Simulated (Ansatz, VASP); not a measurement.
One calculation of Be2Au, two programs

```
Be Au
1.0
     0.00000    2.50380    2.50380
     2.50380    0.00000    2.50380
     2.50380    2.50380    0.00000
Be Au
2 1
Cartesian
  1.2519 1.2519 1.2519
  3.7557 3.7557 3.7557
  0.0000 0.0000 0.0000
```

Change from the starting cell: species swapped into the EuF2 type (Fm-3m, No. 225).

Alike in both runs: task relaxation of cell and atoms; functional PBE; k mesh 6 × 6 × 6; occupations gaussian, width 0.1 eV; no spin polarisation.

|  | VASP | Ansatz |
| --- | --- | --- |
| version | VASP 6.6.1 | Ansatz 0.2.0 |
| potentials or method | VASP PAW PBE potentials, release 64 (Be, Au), cutoff 600 eV | scalar-relativistic, plane waves, PAW |
| valence electrons in the cell | 15 | 23 |

```tsv
	VASP	Ansatz	Ansatz less VASP
gap on the k mesh at the Fermi level, each at its own relaxed structure (eV)	none	none	-
relaxed volume (Å³/atom)	13.69	13.67	-0.012
relaxed length of the cell vector where the two differ most in proportion (Å)	3.872	3.871	-0.0011
```

A gap of «none» marks a metal or a gap that the smearing closes. VASP's potentials hold 15 valence electrons a cell and Ansatz's 23, so a difference there can come from the potentials and not from the codes.

The k mesh is coarse, so the values compare programs but aren't converged. Spin-orbit coupling is off throughout. Noted on VASP's run: the volume moved by over 15 % at a fixed basis, so the end points are rough.
